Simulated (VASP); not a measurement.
Set up this calculation in VASP 6.6.1, as the native input.

| Item | Value |
| --- | --- |
| Task | single point |
| Functional | PBE |
| Potentials or basis | VASP PAW PBE potentials, release 64 (Hf_pv, O) |
| Cutoff | 520 eV |
| k mesh | 8 × 8 × 8 |
| Occupations | gaussian, width 0.05 eV |
| Spin | no spin polarisation |
| Dipole correction | no |
| Further INCAR settings | ALGO = Normal; EDIFF = 1e-06; NBANDS = 18 |

The structure of HfO2 lies in POSCAR:

```
HfO2
1.0
    0.0000000000      2.2785881750      3.2219236795
    2.2785881750      0.0000000000      3.2219236795
    2.2785881750      2.2785881750      0.0000000000
Hf O
1 2
Direct
    0.0000000000      0.0000000000      0.0000000000
    0.2500000000      0.2500000000      0.2500000000
    0.7500000000      0.7500000000      0.7500000000
```

This cell differs from its parent crystal: ratio of the length along z to the lengths across it x 1.414, volume and fractional coordinates fixed.

The input as run:

INCAR

```
PREC = Accurate ; ENCUT = 520
EDIFF = 1E-6 ; ISMEAR = 0
SIGMA = 0.05 ; LREAL = False
LASPH = True ; NELM = 60
ALGO = Normal ; ISIF = 2
LWAVE = False ; LCHARG = False
GGA = PE ; NBANDS = 18
```

KPOINTS

```
Automatic mesh
0
Gamma
  8 8 8
```

Potentials or basis: VASP PAW PBE potentials, release 64 (Hf_pv, O).

The run is started by

```sh
$ cat potpaw_PBE.64/Hf_pv/POTCAR potpaw_PBE.64/O/POTCAR > POTCAR
$ mpirun -np 1 vasp_std > vasp.out
```

Results of the run:

* Pressure: -1.9 GPa
* Band gap on the k mesh: zero (band 11 reaches 5.98 eV, above the bottom of band 12 at 5.12 eV)

Caveat: spin-orbit coupling is left out, which moves the levels of the heavy elements.

Wall time 39 s on 1 thread of AMD EPYC 7R43 64-Core Processor (Zen 3), with other jobs on the host, peak memory 0.14 GiB.
